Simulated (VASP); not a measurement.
Bi:

```
Bi
1.0
    -1.96813    1.96813    1.96813
     1.96813   -1.96813    1.96813
     1.96813    1.96813   -1.96813
Bi
1
Direct
  0.00000 0.00000 0.00000
```

This isn't the form of Bi at room conditions, which is rhombohedral.

Base run:

```yaml
Program: VASP 6.6.1
Functional: b88 exchange, pbe correlation
Potentials_or_basis: VASP PAW PBE potentials, release 64 (Bi_d)
Cutoff: 500 eV
k_mesh: 9 × 9 × 9
Occupations: fermi-dirac, width 0.05 eV
Spin: no spin polarisation
```

Its results: band gap on the k mesh zero (an odd number of electrons rules out a gap without spin polarisation); pressure 1.9 GPa.

Task: The run is repeated on the same cell with these changes: functional from b88 exchange, pbe correlation to r2SCAN; cutoff from 500 eV to 520 eV; dispersion from none to D3(BJ). What comes out?

Result: Band gap on the k mesh zero (an odd number of electrons rules out a gap without spin polarisation); pressure -0.1 GPa.

Several settings changed at once.

Caveats: the PAW data sets were made with another functional, which shifts forces and pressure a little; spin-orbit coupling is left out, which moves the levels of the heavy elements.
